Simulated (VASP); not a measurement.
Wanted: the native input for a VASP 6.6.1 run.

```
Task                   : single point
Functional             : r2SCAN
Potentials or basis    : VASP PAW PBE potentials, release 64 (Au, Cu)
Cutoff                 : 520 eV
k mesh                 : 9 × 9 × 7
Occupations            : fermi-dirac, width 0.05 eV
Spin                   : no spin polarisation
Dipole correction      : no
Further INCAR settings : ALGO = Normal; EDIFF = 1e-06; NBANDS = 18
```

Crystal: CuAu.

```xyz
2
Lattice="2.8186 0.0000 0.0000 0.0000 2.8186 0.0000 0.0000 0.0000 3.6531" Properties=species:S:1:pos:R:3 pbc="T T T"
Au    0.0000    0.0000    0.0000
Cu    1.4093    1.4093    1.8265
```

One way to write it, as run:

POSCAR

```
CuAu
1.0
    2.8185562401      0.0000000000      0.0000000000
    0.0000000000      2.8185562401      0.0000000000
    0.0000000000      0.0000000000      3.6530721893
Au Cu
1 1
Direct
    0.0000000000      0.0000000000      0.0000000000
    0.5000000000      0.5000000000      0.5000000000
```

INCAR.step1

```
SYSTEM = CuAu
PREC     = Accurate       ! precision mode
ENCUT    = 520            ! plane-wave cutoff, eV
ISMEAR   = -1             ! smearing method
SIGMA    = 0.05           ! smearing width, eV
LREAL    = .False.        ! projectors in reciprocal space
LASPH    = .True.         ! aspherical terms in the spheres
NELM     = 80             ! most SCF steps
NBANDS   = 18             ! bands
GGA      = PE             ! functional
ALGO     = Normal         ! electronic algorithm
EDIFF    = 1E-4           ! SCF threshold, eV
LWAVE    = .True.         ! write WAVECAR
LCHARG   = .False.        ! write CHGCAR
```

INCAR.step2

```
SYSTEM = CuAu
PREC     = Accurate       ! precision mode
ENCUT    = 520            ! plane-wave cutoff, eV
EDIFF    = 1E-6           ! SCF threshold, eV
ISMEAR   = -1             ! smearing method
SIGMA    = 0.05           ! smearing width, eV
LREAL    = .False.        ! projectors in reciprocal space
LASPH    = .True.         ! aspherical terms in the spheres
NELM     = 80             ! most SCF steps
ALGO     = Normal         ! electronic algorithm
ISIF     = 2              ! what is computed and relaxed
LWAVE    = .False.        ! write WAVECAR
LCHARG   = .True.         ! write CHGCAR
METAGGA  = R2SCAN         ! meta-GGA
LMIXTAU  = .True.       
LELF     = .True.         ! ELF
LVHAR    = .True.       
NBANDS   = 18             ! bands
ISTART   = 1
```

KPOINTS

```
regular mesh
0
Gamma
  9 9 7
  0 0 0
```

Potentials or basis: VASP PAW PBE potentials, release 64 (Au, Cu).

Command:

```sh
$ cat potpaw_PBE.64/Au/POTCAR potpaw_PBE.64/Cu/POTCAR > POTCAR
$ cp INCAR.step1 INCAR
$ mpirun -np 1 vasp_std > vasp.out
$ cp INCAR.step2 INCAR
$ mpirun -np 1 vasp_std > vasp.out
```

It gave:

```
Pressure               : 0.1 GPa
Band gap on the k mesh : zero (band 11 reaches 12.22 eV, above the bottom of band 12 at 6.54 eV)
```

Caveat: the PAW data sets were made with another functional, which shifts forces and pressure a little; spin-orbit coupling is left out, which moves the levels of the heavy elements.

Wall time 73 s on 1 thread of Intel(R) Xeon(R) 6975P-C (Granite Rapids), with other jobs on the host, peak memory 0.17 GiB.
